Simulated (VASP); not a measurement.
# Ge (I4_1/amd) in VASP: notebook, part 2 of 2

VASP 6.6.1.

## 4. Single point, revPBE

This run uses another cell than the first one, of 19.67 Å³/atom.

INCAR

```
  ALGO = Normal
  EDIFF = 1E-6
  ENCUT = 520
  GGA = RE
  ISIF = 2
  ISMEAR = -1
  LASPH = True
  LCHARG = False
  LREAL = False
  LWAVE = False
  NBANDS = 21
  NELM = 60
  PREC = Accurate
  SIGMA = 0.05
```

KPOINTS

```
k-points
0
Gamma
  11 11 11
```

POSCAR

```
Ge
1.0
   -2.6302849010      2.6302849010      1.4217091330
    2.6302849010     -2.6302849010      1.4217091330
    2.6302849010      2.6302849010     -1.4217091330
Ge
2
Direct
    0.5000000000      0.5000000000      0.0000000000
    0.2500000000      0.7500000000      0.5000000000
```

Potentials or basis: VASP PAW PBE potentials, release 64 (Ge_d).

On the command line:

```
> cat potpaw_PBE.64/Ge_d/POTCAR > POTCAR
> mpirun -np 1 vasp_std > vasp.out
```

OUTCAR:

```text
EDIFF = 1E-6
   ENCUT = 520
   GGA = RE
   ISIF = 2
   ISMEAR = -1
   LASPH = True
   LREAL = False
   NELM = 60
   PREC = Accurate

 ion  position               nearest neighbor table
   1  0.500  0.500  0.000-   2 2.72   2 2.72   2 2.72   2 2.72
   2  0.250  0.750  0.500-   1 2.72   1 2.72   1 2.72   1 2.72

  LATTYP: Found a body centered tetragonal cell.
 ALAT       =     5.2605698020
 C/A-ratio  =     0.5405152622

  Lattice vectors:

 A1 = (  -2.6302849010,   2.6302849010,   1.4217091330)
 A2 = (   2.6302849010,  -2.6302849010,   1.4217091330)
 A3 = (   2.6302849010,   2.6302849010,  -1.4217091330)

Analysis of symmetry for initial positions (statically):
=====================================================================
 Subroutine PRICEL returns:
 Original cell was already a primitive cell.

 Routine SETGRP: Setting up the symmetry group for a
 body centered tetragonal supercell.

 Subroutine GETGRP returns: Found 16 space group operations
 (whereof  8 operations were pure point group operations)
 out of a pool of 16 trial point group operations.

The static configuration has the point symmetry D_2d.
 The point group associated with its full space group is D_4h.

Analysis of symmetry for dynamics (positions and initial velocities):
=====================================================================
 Subroutine PRICEL returns:
 Original cell was already a primitive cell.

 Routine SETGRP: Setting up the symmetry group for a
 body centered tetragonal supercell.

 Subroutine GETGRP returns: Found 16 space group operations
 (whereof  8 operations were pure point group operations)
 out of a pool of 16 trial point group operations.

The dynamic configuration has the point symmetry D_2d.
 The point group associated with its full space group is D_4h.

 Subroutine INISYM returns: Found 16 space group operations
 (whereof  8 operations are pure point group operations),
 and found     1 'primitive' translations

----------------------------------------------------------------------------------------

                                     Primitive cell

  volume of cell :      39.3438

  direct lattice vectors                    reciprocal lattice vectors
    -2.630284901  2.630284901  1.421709133     0.000000000  0.190093476  0.351689378
     2.630284901 -2.630284901  1.421709133     0.190093476  0.000000000  0.351689378
     2.630284901  2.630284901 -1.421709133     0.190093476  0.190093476  0.000000000

  length of vectors
     3.982217244  3.982217244  3.982217244     0.399776122  0.399776122  0.268832772

  position of ions in fractional coordinates (direct lattice)
     0.500000000  0.500000000  0.000000000
     0.250000000  0.750000000  0.500000000

  ion indices of the primitive-cell ions
   primitive index   ion index
                 1           1
                 2           2

----------------------------------------------------------------------------------------

 KPOINTS: k-points

Automatic generation of k-mesh.
 Grid dimensions read from file:
 generate k-points for:   11   11   11

 Generating k-lattice:

  Cartesian coordinates                     Fractional coordinates (reciprocal lattice)
     0.000000000  0.017281225  0.031971762     0.090909091  0.000000000  0.000000000
     0.017281225  0.000000000  0.031971762     0.000000000  0.090909091  0.000000000
     0.017281225  0.017281225  0.000000000     0.000000000  0.000000000  0.090909091

  Length of vectors
     0.036343284  0.036343284  0.024439343

  Shift w.r.t. Gamma in fractional coordinates (k-lattice)
     0.000000000  0.000000000  0.000000000

 Subroutine IBZKPT returns following result:
 ===========================================

 Found    126 irreducible k-points:

 Following reciprocal coordinates:
            Coordinates               Weight
  0.000000  0.000000  0.000000      1.000000
  0.090909 -0.000000  0.000000      8.000000
  0.181818 -0.000000  0.000000      8.000000
  0.272727 -0.000000  0.000000      8.000000
  0.363636 -0.000000  0.000000      8.000000
  0.454545 -0.000000  0.000000      8.000000
[... 16 lines left out ...]
 -0.272727  0.181818 -0.000000     16.000000
 -0.181818  0.181818  0.000000      4.000000
 [... further k-points ...]
   k-points           NKPTS =    126   k-points in BZ     NKDIM =    126   number of bands    NBANDS=     21
   number of dos      NEDOS =    301   number of ions     NIONS =      2
   total plane-waves  NPLWV =  27000
   dimension x,y,z NGX =    30 NGY =   30 NGZ =   30
   dimension x,y,z NGXF=    60 NGYF=   60 NGZF=   60
   ions per type =               2
   NGX,Y,Z   is equivalent  to a cutoff of  12.52, 12.52, 12.52 a.u.
   NGXF,Y,Z  is equivalent  to a cutoff of  25.05, 25.05, 25.05 a.u.
 SYSTEM =  unknown system
   PREC   = accura    normal or accurate (medium, high low for compatibility)
   ISTART =      0    job   : 0-new  1-cont  2-samecut
   ICHARG =      2    charge: 1-file 2-atom 10-const
   ISPIN  =      1    spin polarized calculation?
   LNONCOLLINEAR =      F non collinear calculations
   LSORBIT =      F    spin-orbit coupling
   LASPH  =      T    aspherical Exc in radial PAW
   ENCUT  =  520.0 eV  38.22 Ry    6.18 a.u.   7.40  7.40  7.40*2*pi/ulx,y,z
   NELM   =     60;   NELMIN=  2; NELMDL= -5     # of ELM steps
   EDIFF  = 0.1E-05   stopping-criterion for ELM
   LREAL  =      F    real-space projection
   EDIFFG = 0.1E-04   stopping-criterion for IOM
   NSW    =      0    number of steps for IOM
   IBRION =     -1    ionic relax: 0-MD 1-quasi-New 2-CG
   NFREE  =      0    steps in history (QN), initial steepest desc. (CG)
   ISIF   =      2    stress and relaxation
   ISYM   =      2    0-nonsym 1-usesym 2-fastsym
   POTIM  = 0.5000    time-step for ionic-motion
   TEBEG  =    0.0;   TEEND  =   0.0 temperature during run
   PSTRESS=    0.0 pullay stress
   NELECT =      28.0000    total number of electrons
   NUPDOWN=      -1.0000    fix difference up-down
   EMIN   =  10.00;   EMAX   =-10.00  energy-range for DOS
   EFERMI =   0.00;   METHOD = LEGACY
   ISMEAR =    -1;   SIGMA  =   0.05  broadening in eV -4-tet -1-fermi 0-gaus
   EFERMI_NEDOS =   21; number of points for ismear=-14 and -15
   IALGO  =     38    algorithm
   IMIX   =      4    mixing-type and parameters
     AMIX     =   0.40;   BMIX     =  1.00
     AMIX_MAG =   1.60;   BMIX_MAG =  1.00
  volume/ion in A,a.u.               =      19.67       132.75
  Fermi-wavevector in a.u.,A,eV,Ry     =   1.461623  2.762067 29.066699  2.136342
  Thomas-Fermi vector in A             =   2.577933
   LORBIT       =      0    0 simple, 1 ext, 2 COOP (PROOUT), +10 PAW based schemes
   GGA     = RE    functional components
   LHFCALC =     F    Hartree Fock is set to
   AEXX    =    0.0000 exact exchange contribution
   IVDW    =     0    specifies the selected vdW correction
   LEPSILON=     F    determine dielectric tensor
   LRPA    =     F    only Hartree local field effects (RPA)
 non-spin polarized calculation
  energy-cutoff  :      520.00
  volume of cell :       39.34
 maximum number of plane-waves:      1078
 NGX is ok and might be reduce to    30
   NGX = 15   NGY = 15   NGZ = 15

 number of electron      27.9999984 magnetization

 Free energy of the ion-electron system (eV)
  ---------------------------------------------------
  ext. energy  EPLUGINS =         0.00000000
  ---------------------------------------------------
  free energy    TOTEN  =        -7.96565727 eV

  energy without entropy =       -7.95804051  energy(sigma->0) =       -7.96184889

 E-fermi :   6.2318     XC(G=0): -10.9416

 val. band max:        6.2316406703   @ k =  -0.4545   0.0909  -0.0000
 cond. band min:       6.2372718277   @ k =   0.3636   0.3636   0.0909
 fundamental gap:      0.0056311574
 Fermi energy:         6.2317799923

 k-point     1 :       0.0000    0.0000    0.0000
  band No.  band energies     occupation
      1     -18.5136      2.00000
      2     -18.4817      2.00000
      3     -18.4533      2.00000
      4     -18.4488      2.00000
      5     -18.3640      2.00000
      6     -18.3640      2.00000
[... 13 lines left out ...]
     20      17.4035      0.00000
     21      18.3798      0.00000
[... 529 lines left out ...]
 k-point    24 :      -0.1818    0.1818    0.0000
  band No.  band energies     occupation
      1     -18.4991      2.00000
      2     -18.4837      2.00000
      3     -18.4610      2.00000
      4     -18.4363      2.00000
      5     -18.3706      2.00000
      6     -18.3576      2.00000
[... 13 lines left out ...]
     20      18.1329      0.00000
     21      18.4867      0.00000

 [... further k-points ...]

------------------------ aborting loop because EDIFF is reached ----------------------------------------

  FORCE on cell =-STRESS in cart. coord.  units (eV):
  Direction    XX          YY          ZZ          XY          YZ          ZX
  --------------------------------------------------------------------------------------
  -------------------------------------------------------------------------------------
  Total       -0.0292581     -0.0292581     -0.0196154      0.0000000      0.0000000      0.0000000
  in kB       -1.1914636     -1.1914636     -0.7987860      0.0000000      0.0000000      0.0000000
  external PRESSURE =      -1.0605711 kB  Pullay stress =       0.0000000 kB

 VOLUME and BASIS-vectors are now :
 -----------------------------------------------------------------------------
  energy-cutoff  :      520.00
  volume of cell :       39.34
      direct lattice vectors                 reciprocal lattice vectors
    -2.630284901  2.630284901  1.421709133     0.000000000  0.190093476  0.351689378
     2.630284901 -2.630284901  1.421709133     0.190093476  0.000000000  0.351689378
     2.630284901  2.630284901 -1.421709133     0.190093476  0.190093476  0.000000000

 POSITION                                       TOTAL-FORCE (eV/Angst)
 -----------------------------------------------------------------------------------
      0.00000      0.00000      1.42171        -0.000000      0.000000     -0.000000
      2.63028     -0.00000      0.71085         0.000000     -0.000000      0.000000
 -----------------------------------------------------------------------------------
    total drift:                                0.000000     -0.000000      0.000000

  FREE ENERGIE OF THE ION-ELECTRON SYSTEM (eV)
  ---------------------------------------------------
  free  energy   TOTEN  =        -7.9656572725 eV

  energy  without entropy=       -7.9580405096  energy(sigma->0) =       -7.96184889
```

stdout:

```text
POSCAR found type information on POSCAR Ge
 POSCAR found :  1 types and       2 ions
 scaLAPACK will be used
 -----------------------------------------------------------------------------
|                                                                             |
|                                                                             |
|     You enforced a specific xc type in the INCAR file but a different       |
|     I HOPE YOU KNOW WHAT YOU ARE DOING!                                     |
|                                                                             |
 -----------------------------------------------------------------------------

 LDA part: xc-table for (Slater+PW92), standard interpolation
 POSCAR, INCAR and KPOINTS ok, starting setup
 FFT: planning ... GRIDC
 FFT: planning ... GRID_SOFT
 FFT: planning ... GRID
 WAVECAR not read
 entering main loop
```

Wall time 1.9 min (1 thread of Intel Xeon 8259CL, shared host); peak memory 0.22 GiB.

What came out:

```
Free energy            : -7.9657 eV
Pressure               : -0.1 GPa
Band gap on the k mesh : zero (bands 14 and 15 overlap by 4.29 eV)
```

Levels at points of the mesh, in eV from the Fermi level:
```tsv
k point	band 10	band 11	band 12	band 13	band 14	band 15	band 16	band 17	band 18	band 19
(0.00, 0.00, 0.00)	-24.48	-12.80	-4.27	-2.19	-2.19	3.38	7.20	7.20	7.79	7.99
```

Caveat: the PAW data sets were made with another functional, which shifts forces and pressure a little.

## 5. Single point, BLYP

This run uses another cell than the first one, of 21.29 Å³/atom.

INCAR

```
PREC = Accurate
ENCUT = 520
EDIFF = 1E-6
ISMEAR = -1
SIGMA = 0.05
LREAL = False
LASPH = True
NELM = 100
ALGO = Normal
ISIF = 2
LWAVE = False
LCHARG = False
GGA = B5
ALDAX = 1.0
AGGAX = 1.0
AGGAC = 1.0
ALDAC = 0.0
NBANDS = 21
```

KPOINTS

```
Automatic mesh
0
Gamma
  11 11 11
```

POSCAR

```
Ge
1.0
   -2.6939563480      2.6939563480      1.4665006672
    2.6939563480     -2.6939563480      1.4665006672
    2.6939563480      2.6939563480     -1.4665006672
Ge
2
Direct
    0.5000000000      0.5000000000      0.0000000000
    0.2500000000      0.7500000000      0.5000000000
```

On the command line:

```
> cat potpaw_PBE.64/Ge_d/POTCAR > POTCAR
> mpirun -np 1 vasp_std > vasp.out
```

Run time: 2.5 min. Hardware: 1 thread of Intel Xeon 8259CL, shared host; peak memory 0.23 GiB.

Results (log left out):

- Free energy: -6.9277 eV
- Pressure: -0.1 GPa
- Band gap on the k mesh: zero (bands 14 and 15 overlap by 3.73 eV)

Levels at points of the mesh, in eV from the Fermi level:
```csv
k point,band 12,band 13,band 14,band 15,band 16,band 17
"(0.00, 0.00, 0.00)",-4.64,-1.89,-1.89,4.07,6.62,6.62
```

Caveat: the PAW data sets were made with another functional, which shifts forces and pressure a little.

## 6. Relaxation of cell and atoms, BLYP+D3(BJ)

This run uses another cell than the first one, of 18.52 Å³/atom.

INCAR

```
PREC = Accurate
ENCUT = 600
EDIFF = 1E-6
ISMEAR = -1
SIGMA = 0.05
LREAL = False
LASPH = True
NELM = 100
ALGO = Normal
ISIF = 3
LWAVE = False
LCHARG = False
GGA = B5
ALDAX = 1.0
AGGAX = 1.0
AGGAC = 1.0
ALDAC = 0.0
IVDW = 12
VDW_S6 = 1.0
VDW_S8 = 2.6996
VDW_A1 = 0.4298
VDW_A2 = 4.2359
IBRION = 2
NSW = 60
EDIFFG = -0.01
```

KPOINTS is that of step 5.

POSCAR

```
Ge
1.0
   -2.5744897190      2.5744897190      1.3974126432
    2.5744897190     -2.5744897190      1.3974126432
    2.5744897190      2.5744897190     -1.3974126432
Ge
2
Direct
    0.5000000000      0.5000000000      0.0000000000
    0.2500000000      0.7500000000      0.5000000000
```

Potentials or basis: VASP PAW PBE potentials, release 64 (Ge_d).

On the command line:

```
> cat potpaw_PBE.64/Ge_d/POTCAR > POTCAR
> mpirun -np 1 vasp_std > vasp.out
```

It took 6.8 min on 1 thread of Intel Xeon 8259CL, shared host; peak memory 0.25 GiB.

The run converged. Its results:

```
Free energy                           : -8.4459 eV
Relaxed volume                        : 19.23 Å³/atom
Relaxed cell                          : a = 3.950 Å, b = 3.950 Å, c = 3.950 Å, α = 97.37°, β = 97.37°, γ = 138.04°
Space group after relaxing (to 0.1 Å) : I4_1/amd (No. 141)
Energy gained by relaxing             : 5.9 meV/atom
Ionic steps                           : 6
Pressure after relaxing               : 0.0 GPa
Band gap on the k mesh                : zero (bands 14 and 15 overlap by 4.26 eV)
Dispersion energy per atom            : -0.799 eV
```

Stress tensor (GPa, compression positive):
```
 0.08  0.00  0.00
 0.00  0.08  0.00
 0.00  0.00 -0.05
```

Step by step:
| step | energy change (eV) | largest force (eV/Å) | pressure (GPa) | volume (Å³) |
| --- | --- | --- | --- | --- |
| 1 | 0.0000 | 0.0000 | 2.61 | 37.05 |
| 2 | -0.0115 | 0.0000 | -0.13 | 38.69 |
| 3 | -0.0117 | 0.0000 | -0.10 | 38.58 |
| 4 | -0.0117 | 0.0000 | -0.03 | 38.53 |
| 5 | -0.0117 | 0.0000 | -0.01 | 38.50 |
| 6 | -0.0117 | 0.0000 | 0.04 | 38.47 |

Final structure:
```
Ge
1.0
    -2.60767    2.60767    1.41423
     2.60767   -2.60767    1.41423
     2.60767    2.60767   -1.41423
Ge
2
Direct
  0.50000 0.50000 0.00000
  0.25000 0.75000 0.50000
```

Levels at points of the mesh, in eV from the Fermi level:
| k point | band 12 | band 13 | band 14 | band 15 | band 16 | band 17 |
| --- | --- | --- | --- | --- | --- | --- |
| (0.00, 0.00, 0.00) | -4.39 | -2.20 | -2.20 | 3.83 | 7.22 | 7.22 |

Caveat: the PAW data sets were made with another functional, which shifts forces and pressure a little.

## 7. Summary

```tsv
task	level	cell	k mesh	cutoff (eV)	gap on the mesh (eV)	pressure (GPa)
single point	PBEsol	a = 3.910 Å, angles 97.6, 97.6, 137.2°, 2 atoms	9 × 9 × 9	520	none	-2.1
single point	PBEsol	a = 3.920 Å, angles 97.9, 97.9, 136.5°, 2 atoms	9 × 9 × 9	520	none	-3.4
single point	revPBE	a = 3.982 Å, angles 97.3, 97.3, 138.2°, 2 atoms	11 × 11 × 11	520	none	-0.1
single point	BLYP	a = 4.082 Å, angles 97.4, 97.4, 137.9°, 2 atoms	11 × 11 × 11	520	none	-0.1
relaxation of cell and atoms	BLYP+D3(BJ)	relaxed from a = 3.900 Å, angles 97.4, 97.4, 138.0°, 2 atoms	11 × 11 × 11	600	none	0.0
```

Alike in all rows: potentials or basis VASP PAW PBE potentials, release 64 (Ge_d); no spin polarisation; smearing fermi-dirac 0.05 eV.

Caveats: the PAW data sets were made with another functional, which shifts forces and pressure a little; the cell stands under tension (at least some runs).

Total energies depend on the potentials used, so only differences within one code and one set of settings carry meaning.
